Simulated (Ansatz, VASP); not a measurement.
## Two plane-wave programs on SiO2

```
Si O
1.0
    -2.51337    2.51337    3.68939
     2.51337   -2.51337    3.68939
     2.51337    2.51337   -3.68939
Si O
2 4
Direct
  0.00000 0.00000 0.00000
  0.75000 0.25000 0.50000
  0.90733 0.62500 0.78233
  0.37500 0.15733 0.28233
  0.84267 0.12500 0.21767
  0.87500 0.09267 0.71767
```

Change from the starting cell: mode 6 (300.7 1/cm) frozen in, largest displacement +0.300 Å.

Alike in both runs: task single point; functional PBE; k mesh 6 × 6 × 6; occupations gaussian, width 0.05 eV; no spin polarisation.

```csv
,VASP,Ansatz
version,VASP 6.6.1,Ansatz 0.2.0
potentials or method,"VASP PAW PBE potentials, release 64 (Si, O), cutoff 520 eV","scalar-relativistic, plane waves, PAW"
valence electrons in the cell,32,32
```

```csv
,VASP,Ansatz,Ansatz less VASP
gap on the k mesh at the Fermi level (eV),5.68,5.69,+0.005
least direct gap on the mesh (eV),5.68,5.69,+0.005
pressure (GPa),16.5,16.4,-0.11
"traceless stress, the component that is largest in VASP (GPa)",-0.95,-0.96,-0.009
rms of the force components (eV/Å),0.229,0.230,+0.0014
```

Atom by atom the forces differ by 0.001 eV/Å (rms over components).
